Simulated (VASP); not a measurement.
# Te (P1) in VASP: notebook, part 2 of 2

VASP 6.6.1. Earlier steps stand in the parts before.

### Step 3. Single point, PBEsol

This run uses another cell than the first one, of 30.50 Å³/atom.

Contents of INCAR:

```
SYSTEM = Te
PREC     = Accurate       ! precision mode
ENCUT    = 400            ! plane-wave cutoff, eV
EDIFF    = 1E-6           ! SCF threshold, eV
ISMEAR   = 1              ! smearing method
SIGMA    = 0.1            ! smearing width, eV
LREAL    = .False.        ! projectors in reciprocal space
LASPH    = .True.         ! aspherical terms in the spheres
NELM     = 120            ! most SCF steps
ALGO     = Normal         ! electronic algorithm
ISIF     = 2              ! what is computed and relaxed
LWAVE    = .False.        ! write WAVECAR
LCHARG   = .False.        ! write CHGCAR
GGA      = PS             ! functional
NBANDS   = 34             ! bands
GGA_COMPAT= .False.
```

Contents of KPOINTS:

```
regular mesh
0
Gamma
  2 2 2
  0 0 0
```

Contents of POSCAR:

```
Te
1.0
    4.5797020000      2.6440920000      3.3583630000
   -4.5797020000      2.6440920000      3.3583630000
    0.0000000000     -5.2881850000      3.3583630000
Te
8
Direct
    0.2525688576      0.2453806169      0.2494164296
    0.2471472405      0.2466522302      0.7490929742
    0.2452973585      0.7507588492      0.2484423768
    0.2442374119      0.7508557465      0.7517397480
    0.7500151163      0.2400921999      0.2488165285
    0.7511571591      0.2524151012      0.7475380277
    0.7534898459      0.7470983820      0.2523187688
    0.7503238080      0.7514374175      0.7521523627
```

Potentials or basis: VASP PAW PBE potentials, release 64 (Te).

The run is started by

```bash
cat potpaw_PBE.64/Te/POTCAR > POTCAR
mpirun -np 1 vasp_std > vasp.out
```

OUTCAR:

```text
SYSTEM = Te
   PREC = Accurate
   ENCUT = 400
   EDIFF = 1E-6
   ISMEAR = 1
   LREAL = .False.
   LASPH = .True.
   NELM = 120
   ISIF = 2
   GGA = PS

 ion  position               nearest neighbor table
   1  0.253  0.245  0.249-   3 3.10   5 3.12   2 3.13   2 3.13   5 3.15   3 3.17
   2  0.247  0.247  0.749-   4 3.11   6 3.11   1 3.13   1 3.13   6 3.16   4 3.16
   3  0.245  0.751  0.248-   7 3.08   1 3.10   4 3.11   4 3.15   1 3.17   7 3.18
   4  0.244  0.751  0.752-   8 3.09   2 3.11   3 3.11   3 3.15   2 3.16   8 3.17
   5  0.750  0.240  0.249-   7 3.09   1 3.12   6 3.12   1 3.15   6 3.15   7 3.17
   6  0.751  0.252  0.748-   2 3.11   5 3.12   8 3.12   8 3.14   5 3.15   2 3.16
   7  0.753  0.747  0.252-   3 3.08   5 3.09   8 3.13   8 3.13   5 3.17   3 3.18
   8  0.750  0.751  0.752-   4 3.09   6 3.12   7 3.13   7 3.13   6 3.14   4 3.17

  LATTYP: Found a trigonal (rhomboedric) cell.
 ALAT       =     6.2644634753
 COS(alpha) =    -0.0688991985

  Lattice vectors:

 A1 = (   4.5797020000,   2.6440920000,   3.3583630000)
 A2 = (  -4.5797020000,   2.6440920000,   3.3583630000)
 A3 = (   0.0000000000,  -5.2881850000,   3.3583630000)

Analysis of symmetry for initial positions (statically):
=====================================================================
 Subroutine PRICEL returns:
 Original cell was already a primitive cell.

 Routine SETGRP: Setting up the symmetry group for a
 trigonal (rhombohedral) supercell.

 Subroutine GETGRP returns: Found  1 space group operations
 (whereof  1 operations were pure point group operations)
 out of a pool of 12 trial point group operations.

The static configuration has the point symmetry C_1 .

Analysis of symmetry for dynamics (positions and initial velocities):
=====================================================================
 Subroutine PRICEL returns:
 Original cell was already a primitive cell.

 Routine SETGRP: Setting up the symmetry group for a
 trigonal (rhombohedral) supercell.

 Subroutine GETGRP returns: Found  1 space group operations
 (whereof  1 operations were pure point group operations)
 out of a pool of 12 trial point group operations.

The dynamic configuration has the point symmetry C_1 .

 Subroutine INISYM returns: Found  1 space group operations
 (whereof  1 operations are pure point group operations),
 and found     1 'primitive' translations

----------------------------------------------------------------------------------------

                                     Primitive cell

  volume of cell :     244.0016

  direct lattice vectors                    reciprocal lattice vectors
     4.579702000  2.644092000  3.358363000     0.109177409  0.063033603  0.099254713
    -4.579702000  2.644092000  3.358363000    -0.109177409  0.063033603  0.099254713
     0.000000000 -5.288185000  3.358363000     0.000000000 -0.126067206  0.099254694

  length of vectors
     6.264462862  6.264462862  6.264463475     0.160450739  0.160450739  0.160450724

  position of ions in fractional coordinates (direct lattice)
     0.252568858  0.245380617  0.249416430
     0.247147240  0.246652230  0.749092974
     0.245297358  0.750758849  0.248442377
     0.244237412  0.750855747  0.751739748
[... 47 lines left out ...]
  0.000000  0.000000  0.500000      1.000000
  0.500000  0.500000  0.000000      1.000000
  0.500000  0.000000  0.500000      1.000000
  0.000000  0.500000  0.500000      1.000000
  0.500000  0.500000  0.500000      1.000000
   k-points           NKPTS =      8   k-points in BZ     NKDIM =      8   number of bands    NBANDS=     34
   number of dos      NEDOS =    301   number of ions     NIONS =      8
   total plane-waves  NPLWV =  74088
   dimension x,y,z NGX =    42 NGY =   42 NGZ =   42
   dimension x,y,z NGXF=    84 NGYF=   84 NGZF=   84
   ions per type =               8
   NGX,Y,Z   is equivalent  to a cutoff of  11.15, 11.15, 11.15 a.u.
   NGXF,Y,Z  is equivalent  to a cutoff of  22.29, 22.29, 22.29 a.u.
 SYSTEM =  Te
   PREC   = accura    normal or accurate (medium, high low for compatibility)
   ISTART =      0    job   : 0-new  1-cont  2-samecut
   ICHARG =      2    charge: 1-file 2-atom 10-const
   ISPIN  =      1    spin polarized calculation?
   LNONCOLLINEAR =      F non collinear calculations
   LSORBIT =      F    spin-orbit coupling
   LASPH  =      T    aspherical Exc in radial PAW
   ENCUT  =  400.0 eV  29.40 Ry    5.42 a.u.  10.22 10.22 10.22*2*pi/ulx,y,z
   NELM   =    120;   NELMIN=  2; NELMDL= -5     # of ELM steps
   EDIFF  = 0.1E-05   stopping-criterion for ELM
   LREAL  =      F    real-space projection
   EDIFFG = 0.1E-04   stopping-criterion for IOM
   NSW    =      0    number of steps for IOM
   IBRION =     -1    ionic relax: 0-MD 1-quasi-New 2-CG
   NFREE  =      0    steps in history (QN), initial steepest desc. (CG)
   ISIF   =      2    stress and relaxation
   ISYM   =      2    0-nonsym 1-usesym 2-fastsym
   POTIM  = 0.5000    time-step for ionic-motion
   TEBEG  =    0.0;   TEEND  =   0.0 temperature during run
   PSTRESS=    0.0 pullay stress
   NELECT =      48.0000    total number of electrons
   NUPDOWN=      -1.0000    fix difference up-down
   EMIN   =  10.00;   EMAX   =-10.00  energy-range for DOS
   EFERMI =   0.00;   METHOD = LEGACY
   ISMEAR =     1;   SIGMA  =   0.10  broadening in eV -4-tet -1-fermi 0-gaus
   EFERMI_NEDOS =   21; number of points for ismear=-14 and -15
   IALGO  =     38    algorithm
   IMIX   =      4    mixing-type and parameters
     AMIX     =   0.40;   BMIX     =  1.00
     AMIX_MAG =   1.60;   BMIX_MAG =  1.00
  volume/ion in A,a.u.               =      30.50       205.83
  Fermi-wavevector in a.u.,A,eV,Ry     =   0.952118  1.799243 12.334084  0.906530
  Thomas-Fermi vector in A             =   2.080652
   LORBIT       =      0    0 simple, 1 ext, 2 COOP (PROOUT), +10 PAW based schemes
   GGA     = PS    functional components
   LHFCALC =     F    Hartree Fock is set to
   AEXX    =    0.0000 exact exchange contribution
   IVDW    =     0    specifies the selected vdW correction
   LEPSILON=     F    determine dielectric tensor
   LRPA    =     F    only Hartree local field effects (RPA)
 non-spin polarized calculation
 Methfessel and Paxton  Order N= 1 SIGMA  =   0.10
  energy-cutoff  :      400.00
  volume of cell :      244.00
 maximum number of plane-waves:      4457
 NGX is ok and might be reduce to    42
   NGX = 21   NGY = 21   NGZ = 21

 number of electron      47.9999998 magnetization

 Free energy of the ion-electron system (eV)
  ---------------------------------------------------
  ext. energy  EPLUGINS =         0.00000000
  ---------------------------------------------------
  free energy    TOTEN  =       -28.42904956 eV

  energy without entropy =      -28.40547282  energy(sigma->0) =      -28.42119064

 E-fermi :   6.2549     XC(G=0):  -9.7447

 val. band max:        6.2492513968   @ k =   0.5000   0.0000   0.5000
 cond. band min:       6.2590647778   @ k =   0.5000   0.0000   0.5000
 fundamental gap:      0.0098133809
 Fermi energy:         6.2548826549

 k-point     1 :       0.0000    0.0000    0.0000
  band No.  band energies     occupation
      1      -6.9447      2.00000
      2      -5.0007      2.00000
      3      -4.9957      2.00000
      4      -4.9894      2.00000
      5      -3.0337      2.00000
      6      -3.0259      2.00000
[... 285 lines left out ...]
     33      14.0307      0.00000
     34      14.0675      0.00000

------------------------ aborting loop because EDIFF is reached ----------------------------------------

  FORCE on cell =-STRESS in cart. coord.  units (eV):
  Direction    XX          YY          ZZ          XY          YZ          ZX
  --------------------------------------------------------------------------------------
  -------------------------------------------------------------------------------------
  Total       -1.1546030     -1.5739646      1.1256862     -0.0825316      0.0092098      0.0453075
  in kB       -7.5814199    -10.3350556      7.3915445     -0.5419238      0.0604739      0.2975009
  external PRESSURE =      -3.5083103 kB  Pullay stress =       0.0000000 kB

 VOLUME and BASIS-vectors are now :
 -----------------------------------------------------------------------------
  energy-cutoff  :      400.00
  volume of cell :      244.00
      direct lattice vectors                 reciprocal lattice vectors
     4.579702000  2.644092000  3.358363000     0.109177409  0.063033603  0.099254713
    -4.579702000  2.644092000  3.358363000    -0.109177409  0.063033603  0.099254713
     0.000000000 -5.288185000  3.358363000     0.000000000 -0.126067206  0.099254694

 POSITION                                       TOTAL-FORCE (eV/Angst)
 -----------------------------------------------------------------------------------
      0.03292     -0.00234      2.50993         0.139928     -0.159972     -0.118279
      0.00227     -2.65569      4.17408         0.022190      0.020593      0.104330
     -2.31486      1.31985      4.17948        -0.184977      0.149054      0.096376
     -2.32016     -1.34422      5.86650        -0.213749     -0.154275     -0.043331
      2.33530      1.30215      4.16076         0.052275     -0.088879      0.153522
      2.28409     -1.29958      5.88086        -0.001991      0.104093     -0.114520
      0.02927      2.63339      5.88690         0.009941      0.020341     -0.124357
     -0.00510     -0.00673      7.56946         0.176382      0.109044      0.046260
 -----------------------------------------------------------------------------------
    total drift:                                0.000056      0.000007     -0.000037

  FREE ENERGIE OF THE ION-ELECTRON SYSTEM (eV)
  ---------------------------------------------------
  free  energy   TOTEN  =       -28.4290495590 eV

  energy  without entropy=      -28.4054728154  energy(sigma->0) =      -28.42119064
```

It took 32 s on 1 thread of AMD EPYC 9R45 (Zen 5), shared host; peak memory 0.23 GiB.

What came out:

```yaml
Free_energy: -28.4290 eV
Pressure: -0.4 GPa
Largest_force: 0.267 eV/Å
Band_gap_on_the_k_mesh: zero (bands 24 and 25 overlap by 3.69 eV)
```

Forces in eV/Å, atoms in the order of the input:
```
Te   0.140 -0.160 -0.118
Te   0.022  0.021  0.104
Te  -0.185  0.149  0.096
Te  -0.214 -0.154 -0.043
Te   0.052 -0.089  0.154
Te  -0.002  0.104 -0.115
Te   0.010  0.020 -0.124
Te   0.176  0.109  0.046
```

Stress tensor (GPa, compression positive):
```
-0.76 -0.05  0.03
-0.05 -1.03  0.01
 0.03  0.01  0.74
```

Caveat: the k points lie up to 0.50 Å⁻¹ apart, too coarse for converged energies and pressures of a metal; the PAW data sets were made with another functional, which shifts forces and pressure a little; spin-orbit coupling is left out, which moves the levels of the heavy elements.

### Step 4. Single point, PBEsol

This run uses another cell than the first one, of 30.88 Å³/atom.

Contents of INCAR:

```
PREC = Accurate
ENCUT = 400
EDIFF = 1E-6
ISMEAR = 1
SIGMA = 0.1
LREAL = F
LASPH = T
NELM = 120
ALGO = Normal
ISIF = 2
LWAVE = F
LCHARG = F
GGA = PS
NBANDS = 34
GGA_COMPAT = F
```

Contents of KPOINTS:

```
Automatic mesh
0
Gamma
  2 2 2
```

Contents of POSCAR:

```
Te
1.0
    4.5987140000      2.6550690000      3.3723050000
   -4.5987140000      2.6550690000      3.3723050000
    0.0000000000     -5.3101370000      3.3723050000
Te
8
Direct
    0.2504918556      0.2472755216      0.2499959478
    0.2484026451      0.2484252601      0.7497897643
    0.2483465374      0.7500022177      0.2489061640
    0.2475139580      0.7510471197      0.7513438094
    0.7500832401      0.2450616188      0.2486465538
    0.7507693953      0.2513399896      0.7492239019
    0.7512137156      0.7493344945      0.2499444055
    0.7506666578      0.7511652755      0.7499415569
```

Potentials or basis: VASP PAW PBE potentials, release 64 (Te).

The run is started by

```bash
cat potpaw_PBE.64/Te/POTCAR > POTCAR
mpirun -np 1 vasp_std > vasp.out
```

OUTCAR:

```text
PREC = Accurate
   ENCUT = 400
   EDIFF = 1E-6
   ISMEAR = 1
   LREAL = F
   LASPH = T
   NELM = 120
   ISIF = 2
   GGA = PS

 ion  position               nearest neighbor table
   1  0.250  0.247  0.250-   3 3.13   5 3.14   2 3.14   2 3.15   5 3.15   3 3.16
   2  0.248  0.248  0.750-   4 3.13   6 3.13   1 3.14   1 3.15   6 3.16   4 3.16
   3  0.248  0.750  0.249-   1 3.13   7 3.13   4 3.13   4 3.16   7 3.16   1 3.16
   4  0.248  0.751  0.751-   8 3.12   2 3.13   3 3.13   3 3.16   2 3.16   8 3.17
   5  0.750  0.245  0.249-   7 3.12   1 3.14   6 3.14   6 3.15   1 3.15   7 3.17
   6  0.751  0.251  0.749-   2 3.13   8 3.14   5 3.14   5 3.15   8 3.15   2 3.16
[... 493 lines left out ...]
  in kB      -16.9558995    -17.4940824      0.3092864     -0.1987916     -0.0603981      0.0627787
  external PRESSURE =     -11.3802318 kB  Pullay stress =       0.0000000 kB

 VOLUME and BASIS-vectors are now :
 -----------------------------------------------------------------------------
  energy-cutoff  :      400.00
  volume of cell :      247.05
      direct lattice vectors                 reciprocal lattice vectors
     4.598714000  2.655069000  3.372305000     0.108726048  0.062773016  0.098844355
    -4.598714000  2.655069000  3.372305000    -0.108726048  0.062773016  0.098844355
     0.000000000 -5.310137000  3.372305000     0.000000000 -0.125546031  0.098844374

 POSITION                                       TOTAL-FORCE (eV/Angst)
 -----------------------------------------------------------------------------------
      0.01479     -0.00591      2.52169         0.113490     -0.073698     -0.055468
     -0.00010     -2.66237      4.20397        -0.022201     -0.026448      0.061071
     -2.30697      1.32896      4.20612        -0.148459      0.076521      0.045741
     -2.31561     -1.33849      5.90121        -0.117335     -0.081777     -0.036934
      2.32245      1.32183      4.19444         0.038509     -0.088761      0.072297
      2.29673     -1.31781      5.90603         0.047185      0.091559     -0.061316
      0.00864      2.65682      5.90320         0.011261      0.057199     -0.058037
     -0.00229      0.00518      7.59367         0.077549      0.045405      0.032646
 -----------------------------------------------------------------------------------
    total drift:                               -0.000057     -0.000055      0.000000

  FREE ENERGIE OF THE ION-ELECTRON SYSTEM (eV)
  ---------------------------------------------------
  free  energy   TOTEN  =       -28.4076368167 eV

  energy  without entropy=      -28.3755138665  energy(sigma->0) =      -28.39692917
```

OSZICAR:

```text
N       E                     dE             d eps       ncg     rms          rms(c)
DAV:   1     0.196656402007E+03    0.19666E+03   -0.15018E+04   544   0.932E+02
DAV:   2    -0.129362770879E+02   -0.20959E+03   -0.19808E+03   698   0.160E+02
DAV:   3    -0.280958472680E+02   -0.15160E+02   -0.14954E+02   696   0.456E+01
DAV:   4    -0.284044305849E+02   -0.30858E+00   -0.30810E+00   678   0.765E+00
DAV:   5    -0.284100373365E+02   -0.56068E-02   -0.56064E-02   628   0.112E+00    0.222E+01
DAV:   6    -0.284083350366E+02    0.17023E-02   -0.10450E-02   662   0.421E-01    0.136E+01
DAV:   7    -0.284108986196E+02   -0.25636E-02   -0.21301E-02   592   0.597E-01    0.434E-01
DAV:   8    -0.284077960146E+02    0.31026E-02   -0.87948E-03   636   0.381E-01    0.318E-01
DAV:   9    -0.284076575154E+02    0.13850E-03   -0.12778E-03   602   0.145E-01    0.157E-01
DAV:  10    -0.284076512551E+02    0.62604E-05   -0.23041E-04   628   0.587E-02    0.535E-02
DAV:  11    -0.284076508104E+02    0.44469E-06   -0.11030E-04   604   0.363E-02    0.309E-02
DAV:  12    -0.284076373190E+02    0.13491E-04   -0.35802E-05   572   0.215E-02    0.965E-03
DAV:  13    -0.284076368167E+02    0.50233E-06   -0.36046E-06   566   0.785E-03
   1 F= -.28407637E+02 E0= -.28396929E+02  d E =-.321230E-01
```

Wall time 30 s (1 thread of AMD EPYC 9R45 (Zen 5), shared host); peak memory 0.21 GiB.

What came out:

| Quantity | Value |
| --- | --- |
| Free energy | -28.4076 eV |
| Pressure | -1.1 GPa |
| Largest force | 0.173 eV/Å |
| Band gap on the k mesh | zero (bands 24 and 25 overlap by 3.78 eV) |

Forces in eV/Å, atoms in the order of the input:
```
Te   0.113 -0.074 -0.055
Te  -0.022 -0.026  0.061
Te  -0.148  0.077  0.046
Te  -0.117 -0.082 -0.037
Te   0.039 -0.089  0.072
Te   0.047  0.092 -0.061
Te   0.011  0.057 -0.058
Te   0.078  0.045  0.033
```

Caveat: the k points lie up to 0.50 Å⁻¹ apart, too coarse for converged energies and pressures of a metal; the PAW data sets were made with another functional, which shifts forces and pressure a little; spin-orbit coupling is left out, which moves the levels of the heavy elements.

### Step 5. The runs side by side

```csv
cell,gap on the mesh (eV),pressure (GPa),largest force (eV/Å)
"a = 6.256 Å, angles 94.0°, 8 atoms, atomic positions A",none,0.0,0.32
"a = 6.264 Å, angles 94.0°, 8 atoms, atomic positions B",none,-0.4,0.27
"a = 6.290 Å, angles 94.0°, 8 atoms, atomic positions C",none,-1.1,0.17
```

Alike in all rows: task single point; level PBEsol; potentials or basis VASP PAW PBE potentials, release 64 (Te); no spin polarisation; k mesh 2 × 2 × 2; cutoff (eV) 400; smearing methfessel-paxton 0.1 eV.

Caveats: all runs use coarse meshes; the PAW data sets were made with another functional, which shifts forces and pressure a little; spin-orbit coupling is left out, which moves the levels of the heavy elements.

Total energies depend on the potentials used, so only differences within one code and one set of settings carry meaning.
